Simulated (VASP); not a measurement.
# SrTiO3 (Amm2) in VASP: a series of runs

Runs on SrTiO3. Level: PBE. Tasks: single point.

Program: VASP 6.6.1. These are calculated values, not measurements. Logs are shortened: lines on timing, memory, paths and dates and some standing lists are left out, and cuts for length are marked.

## 1. The cell of the first run

Symmetry: Amm2, No. 38, orthorhombic system. The conventional cell has a = 3.936 Å, b = 5.567 Å, c = 5.567 Å, α = 90.00°, β = 90.00°, γ = 90.00°. Within 3.5 Å of Sr (site symmetry mm2) lie 12 O at 2.68 to 2.88 Å and 8 Ti at 3.33 to 3.49 Å. Ti (site symmetry mm2) has 6 O at 1.97 Å within 2.6 Å. Within 2.9 Å of O (site symmetry mm2) lie 2 Ti at 1.97 Å and 4 Sr at 2.68 to 2.88 Å and 8 O at 2.78 Å. O (site symmetry m) has 2 Ti at 1.97 Å within 2.6 Å.

## 2. Single point, PBE

Contents of INCAR:

```
SYSTEM = SrTiO3
  ALGO = Normal
  EDIFF = 1E-6
  ENCUT = 520
  GGA = PE
  ISIF = 2
  ISMEAR = 0
  LASPH = .TRUE.
  LCHARG = .TRUE.
  LELF = .TRUE.
  LREAL = .FALSE.
  LVHAR = .TRUE.
  LWAVE = .FALSE.
  NBANDS = 28
  NELM = 60
  PREC = Accurate
  SIGMA = 0.05
```

Contents of KPOINTS:

```
k-points
0
G
  8 8 8
  0 0 0
```

Contents of POSCAR:

```
SrTiO3
1.0
    3.9364035669      0.0000000000      0.0000000000
    0.0000000000      3.9364035669      0.0000000000
    0.0000000000      0.0000000000      3.9364035669
Sr Ti O
1 1 3
Direct
    0.0000000000      0.0179632695      0.0179632695
    0.5000000000      0.5000000000      0.5000000000
    0.0000000000      0.5000000000      0.5000000000
    0.5000000000      0.0000000000      0.5000000000
    0.5000000000      0.5000000000      0.0000000000
```

Potentials or basis: VASP PAW PBE potentials, release 64 (Sr_sv, Ti_sv, O).

On the command line:

```
$ cat potpaw_PBE.64/Sr_sv/POTCAR potpaw_PBE.64/Ti_sv/POTCAR potpaw_PBE.64/O/POTCAR > POTCAR
$ mpirun -np 1 vasp_std > vasp.out
```

OUTCAR:

```text
SYSTEM = SrTiO3
   EDIFF = 1E-6
   ENCUT = 520
   GGA = PE
   ISIF = 2
   ISMEAR = 0
   LASPH = .TRUE.
   LREAL = .FALSE.
   NELM = 60
   PREC = Accurate

 ion  position               nearest neighbor table
   1  0.000  0.018  0.018-   3 2.68   4 2.73   5 2.73   4 2.73   5 2.73   3 2.79   3 2.79   4 2.83
                             5 2.83   4 2.83   5 2.83   3 2.88   2 3.33   2 3.33   2 3.41   2 3.41
   2  0.500  0.500  0.500-   3 1.97   4 1.97   5 1.97   5 1.97   4 1.97   3 1.97   1 3.33   1 3.33
                             1 3.41   1 3.41   1 3.41   1 3.41   1 3.49   1 3.49
   3  0.000  0.500  0.500-   2 1.97   2 1.97   1 2.68   1 2.79   1 2.79   1 2.88
   4  0.500  0.000  0.500-   2 1.97   2 1.97   1 2.73   1 2.73   1 2.83   1 2.83
   5  0.500  0.500  0.000-   2 1.97   2 1.97   1 2.73   1 2.73   1 2.83   1 2.83

  LATTYP: Found a simple cubic cell.
 ALAT       =     3.9364035669

  Lattice vectors:

 A1 = (   3.9364035669,   0.0000000000,   0.0000000000)
 A2 = (   0.0000000000,   3.9364035669,   0.0000000000)
 A3 = (   0.0000000000,   0.0000000000,   3.9364035669)

Analysis of symmetry for initial positions (statically):
=====================================================================
 Subroutine PRICEL returns:
 Original cell was already a primitive cell.

 Routine SETGRP: Setting up the symmetry group for a
 simple cubic supercell.

 Subroutine GETGRP returns: Found  4 space group operations
 (whereof  4 operations were pure point group operations)
 out of a pool of 48 trial point group operations.

The static configuration has the point symmetry C_2v.

Analysis of symmetry for dynamics (positions and initial velocities):
=====================================================================
 Subroutine PRICEL returns:
 Original cell was already a primitive cell.

 Routine SETGRP: Setting up the symmetry group for a
 simple cubic supercell.

 Subroutine GETGRP returns: Found  4 space group operations
 (whereof  4 operations were pure point group operations)
 out of a pool of 48 trial point group operations.

The dynamic configuration has the point symmetry C_2v.

 Subroutine INISYM returns: Found  4 space group operations
 (whereof  4 operations are pure point group operations),
 and found     1 'primitive' translations

----------------------------------------------------------------------------------------

                                     Primitive cell

  volume of cell :      60.9956

  direct lattice vectors                    reciprocal lattice vectors
     3.936403567  0.000000000  0.000000000     0.254038993  0.000000000  0.000000000
     0.000000000  3.936403567  0.000000000     0.000000000  0.254038993  0.000000000
     0.000000000  0.000000000  3.936403567     0.000000000  0.000000000  0.254038993

  length of vectors
     3.936403567  3.936403567  3.936403567     0.254038993  0.254038993  0.254038993

  position of ions in fractional coordinates (direct lattice)
     0.000000000  0.017963270  0.017963270
     0.500000000  0.500000000  0.500000000
     0.000000000  0.500000000  0.500000000
     0.500000000  0.000000000  0.500000000
     0.500000000  0.500000000  0.000000000

  ion indices of the primitive-cell ions
   primitive index   ion index
                 1           1
                 2           2
                 3           3
                 4           4
                 5           5

----------------------------------------------------------------------------------------

 KPOINTS: k-points

Automatic generation of k-mesh.
 Grid dimensions read from file:
 generate k-points for:    8    8    8

 Generating k-lattice:

  Cartesian coordinates                     Fractional coordinates (reciprocal lattice)
     0.031754874  0.000000000  0.000000000     0.125000000  0.000000000  0.000000000
     0.000000000  0.031754874  0.000000000     0.000000000  0.125000000  0.000000000
     0.000000000  0.000000000  0.031754874     0.000000000  0.000000000  0.125000000

  Length of vectors
     0.031754874  0.031754874  0.031754874

  Shift w.r.t. Gamma in fractional coordinates (k-lattice)
     0.000000000  0.000000000  0.000000000

 Subroutine IBZKPT returns following result:
 ===========================================

 Found    105 irreducible k-points:

 Following reciprocal coordinates:
            Coordinates               Weight
  0.000000  0.000000  0.000000      1.000000
  0.125000  0.000000  0.000000      2.000000
  0.000000  0.125000  0.000000      4.000000
  0.250000  0.000000  0.000000      2.000000
  0.000000  0.250000  0.000000      4.000000
  0.375000  0.000000  0.000000      2.000000
[... 16 lines left out ...]
  0.125000  0.000000  0.500000      4.000000
  0.250000  0.250000  0.000000      8.000000
 [... further k-points ...]
   k-points           NKPTS =    105   k-points in BZ     NKDIM =    105   number of bands    NBANDS=     28
   number of dos      NEDOS =    301   number of ions     NIONS =      5
   total plane-waves  NPLWV =  27000
   dimension x,y,z NGX =    30 NGY =   30 NGZ =   30
   dimension x,y,z NGXF=    60 NGYF=   60 NGZF=   60
   ions per type =               1   1   3
   NGX,Y,Z   is equivalent  to a cutoff of  12.67, 12.67, 12.67 a.u.
   NGXF,Y,Z  is equivalent  to a cutoff of  25.34, 25.34, 25.34 a.u.
 SYSTEM =  SrTiO3
   PREC   = accura    normal or accurate (medium, high low for compatibility)
   ISTART =      0    job   : 0-new  1-cont  2-samecut
   ICHARG =      2    charge: 1-file 2-atom 10-const
   ISPIN  =      1    spin polarized calculation?
   LNONCOLLINEAR =      F non collinear calculations
   LSORBIT =      F    spin-orbit coupling
   LASPH  =      T    aspherical Exc in radial PAW
   ENCUT  =  520.0 eV  38.22 Ry    6.18 a.u.   7.32  7.32  7.32*2*pi/ulx,y,z
   NELM   =     60;   NELMIN=  2; NELMDL= -5     # of ELM steps
   EDIFF  = 0.1E-05   stopping-criterion for ELM
   LREAL  =      F    real-space projection
   EDIFFG = 0.1E-04   stopping-criterion for IOM
   NSW    =      0    number of steps for IOM
   IBRION =     -1    ionic relax: 0-MD 1-quasi-New 2-CG
   NFREE  =      0    steps in history (QN), initial steepest desc. (CG)
   ISIF   =      2    stress and relaxation
   ISYM   =      2    0-nonsym 1-usesym 2-fastsym
   POTIM  = 0.5000    time-step for ionic-motion
   TEBEG  =    0.0;   TEEND  =   0.0 temperature during run
   PSTRESS=    0.0 pullay stress
   NELECT =      40.0000    total number of electrons
   NUPDOWN=      -1.0000    fix difference up-down
   EMIN   =  10.00;   EMAX   =-10.00  energy-range for DOS
   EFERMI =   0.00;   METHOD = LEGACY
   ISMEAR =     0;   SIGMA  =   0.05  broadening in eV -4-tet -1-fermi 0-gaus
   EFERMI_NEDOS =   21; number of points for ismear=-14 and -15
   IALGO  =     38    algorithm
   IMIX   =      4    mixing-type and parameters
     AMIX     =   0.40;   BMIX     =  1.00
     AMIX_MAG =   1.60;   BMIX_MAG =  1.00
  volume/ion in A,a.u.               =      12.20        82.32
  Fermi-wavevector in a.u.,A,eV,Ry     =   1.422313  2.687782 27.524240  2.022975
  Thomas-Fermi vector in A             =   2.543030
   LORBIT       =      0    0 simple, 1 ext, 2 COOP (PROOUT), +10 PAW based schemes
   GGA     = PE    functional components
   LHFCALC =     F    Hartree Fock is set to
   AEXX    =    0.0000 exact exchange contribution
   IVDW    =     0    specifies the selected vdW correction
   LEPSILON=     F    determine dielectric tensor
   LRPA    =     F    only Hartree local field effects (RPA)
 non-spin polarized calculation
 Gauss-broadening in eV      SIGMA  =   0.05
  energy-cutoff  :      520.00
  volume of cell :       61.00
 maximum number of plane-waves:      1671
 NGX is ok and might be reduce to    30
   NGX = 15   NGY = 15   NGZ = 15

 number of electron      39.9999990 magnetization

 Free energy of the ion-electron system (eV)
  ---------------------------------------------------
  ext. energy  EPLUGINS =         0.00000000
  ---------------------------------------------------
  free energy    TOTEN  =       -40.08610385 eV

  energy without entropy =      -40.08610385  energy(sigma->0) =      -40.08610385

 E-fermi :   4.3467     XC(G=0): -11.1416

 val. band max:        3.9636234691   @ k =   0.5000   0.5000   0.5000
 cond. band min:       5.7699280062   @ k =   0.0000   0.0000   0.0000
 fundamental gap:      1.8063045371
 Fermi energy:         4.3466728791

 k-point     1 :       0.0000    0.0000    0.0000
  band No.  band energies     occupation
      1     -52.5997      2.00000
      2     -28.8861      2.00000
      3     -28.8317      2.00000
      4     -28.8300      2.00000
      5     -28.8276      2.00000
      6     -13.3816      2.00000
[... 20 lines left out ...]
     27       9.3821      0.00000
     28       9.9673      0.00000

 k-point     2 :       0.1250    0.0000    0.0000
  band No.  band energies     occupation
      1     -52.5995      2.00000
      2     -28.9063      2.00000
      3     -28.8318      2.00000
      4     -28.8296      2.00000
      5     -28.8132      2.00000
      6     -13.3862      2.00000
[... 20 lines left out ...]
     27       9.6373      0.00000
     28      10.3352      0.00000

 k-point     3 :       0.0000    0.1250    0.0000
  band No.  band energies     occupation
      1     -52.5995      2.00000
      2     -28.9058      2.00000
      3     -28.8313      2.00000
      4     -28.8306      2.00000
      5     -28.8131      2.00000
      6     -13.3875      2.00000
[... 20 lines left out ...]
     27       9.6460      0.00000
     28      10.3351      0.00000

 k-point     4 :       0.2500    0.0000    0.0000
  band No.  band energies     occupation
      1     -52.5990      2.00000
      2     -28.9421      2.00000
      3     -28.8304      2.00000
      4     -28.8287      2.00000
      5     -28.7927      2.00000
      6     -13.4442      2.00000
[... 20 lines left out ...]
     27      10.2691      0.00000
     28      11.3371      0.00000

 k-point     5 :       0.0000    0.2500    0.0000
  band No.  band energies     occupation
      1     -52.5990      2.00000
      2     -28.9411      2.00000
      3     -28.8304      2.00000
      4     -28.8296      2.00000
      5     -28.7929      2.00000
      6     -13.4471      2.00000
[... 20 lines left out ...]
     27      10.2843      0.00000
     28      11.3387      0.00000

 k-point     6 :       0.3750    0.0000    0.0000
  band No.  band energies     occupation
      1     -52.5985      2.00000
      2     -28.9719      2.00000
      3     -28.8290      2.00000
      4     -28.8278      2.00000
      5     -28.7782      2.00000
      6     -13.5419      2.00000
[... 463 lines left out ...]
      5     -28.7790      2.00000
      6     -13.5053      2.00000
[... 20 lines left out ...]
     27      11.5179      0.00000
     28      12.1421      0.00000

 k-point    22 :       0.0000    0.5000    0.1250
  band No.  band energies     occupation
      1     -52.5982      2.00000
      2     -28.9734      2.00000
      3     -28.8376      2.00000
      4     -28.8288      2.00000
      5     -28.7788      2.00000
      6     -13.5084      2.00000
[... 20 lines left out ...]
     27      11.5260      0.00000
     28      12.1263      0.00000

 k-point    23 :       0.1250    0.0000    0.5000
  band No.  band energies     occupation
      1     -52.5982      2.00000
      2     -28.9732      2.00000
      3     -28.8388      2.00000
      4     -28.8276      2.00000
      5     -28.7790      2.00000
      6     -13.5077      2.00000
[... 20 lines left out ...]
     27      11.5295      0.00000
     28      12.1320      0.00000

 k-point    24 :       0.2500    0.2500    0.0000
  band No.  band energies     occupation
      1     -52.5983      2.00000
      2     -28.9364      2.00000
      3     -28.8618      2.00000
      4     -28.8281      2.00000
      5     -28.7877      2.00000
      6     -13.3066      2.00000
[... 20 lines left out ...]
     27      11.1646      0.00000
     28      11.7651      0.00000

 [... further k-points ...]

------------------------ aborting loop because EDIFF is reached ----------------------------------------

  FORCE on cell =-STRESS in cart. coord.  units (eV):
  Direction    XX          YY          ZZ          XY          YZ          ZX
  --------------------------------------------------------------------------------------
  -------------------------------------------------------------------------------------
  Total        0.3352975      0.3270287      0.3270287      0.0000000      0.0943064      0.0000000
  in kB        8.8072842      8.5900869      8.5900869      0.0000000      2.4771535      0.0000000
  external PRESSURE =       8.6624860 kB  Pullay stress =       0.0000000 kB

 VOLUME and BASIS-vectors are now :
 -----------------------------------------------------------------------------
  energy-cutoff  :      520.00
  volume of cell :       61.00
      direct lattice vectors                 reciprocal lattice vectors
     3.936403567  0.000000000  0.000000000     0.254038993  0.000000000  0.000000000
     0.000000000  3.936403567  0.000000000     0.000000000  0.254038993  0.000000000
     0.000000000  0.000000000  3.936403567     0.000000000  0.000000000  0.254038993

 POSITION                                       TOTAL-FORCE (eV/Angst)
 -----------------------------------------------------------------------------------
      0.00000      0.07071      0.07071         0.000000     -0.246340     -0.246340
      1.96820      1.96820      1.96820         0.000000      0.202393      0.202393
      0.00000      1.96820      1.96820         0.000000     -0.016195     -0.016195
      1.96820      0.00000      1.96820         0.000000      0.080091     -0.019950
      1.96820      1.96820      0.00000         0.000000     -0.019950      0.080091
 -----------------------------------------------------------------------------------
    total drift:                                0.000000     -0.000075     -0.000075

  FREE ENERGIE OF THE ION-ELECTRON SYSTEM (eV)
  ---------------------------------------------------
  free  energy   TOTEN  =       -40.0861038515 eV

  energy  without entropy=      -40.0861038515  energy(sigma->0) =      -40.08610385
```

Wall time 94 s (1 thread of Intel Xeon 6975P-C (Granite Rapids), shared host); peak memory 0.3 GiB.

Results:

```yaml
Free_energy: -40.0861 eV
Pressure: 0.9 GPa
Largest_force: 0.348 eV/Å
Band_gap_on_the_k_mesh: 1.81 eV (least direct gap 2.17 eV)
```

Forces on the atoms (eV/Å):
```
Sr   0.000 -0.246 -0.246
Ti   0.000  0.202  0.202
O    0.000 -0.016 -0.016
O    0.000  0.080 -0.020
O    0.000 -0.020  0.080
```

Stress tensor (GPa, compression positive):
```
0.88 0.00 0.00
0.00 0.86 0.25
0.00 0.25 0.86
```

Caveat: the cell differs from its parent crystal (all Sr atoms moved -0.100 Å, as atom 1 towards its neighbour atom 3 (O) at 2.783 Å). A k mesh can miss the band edges.

[end of part 1 of 2]
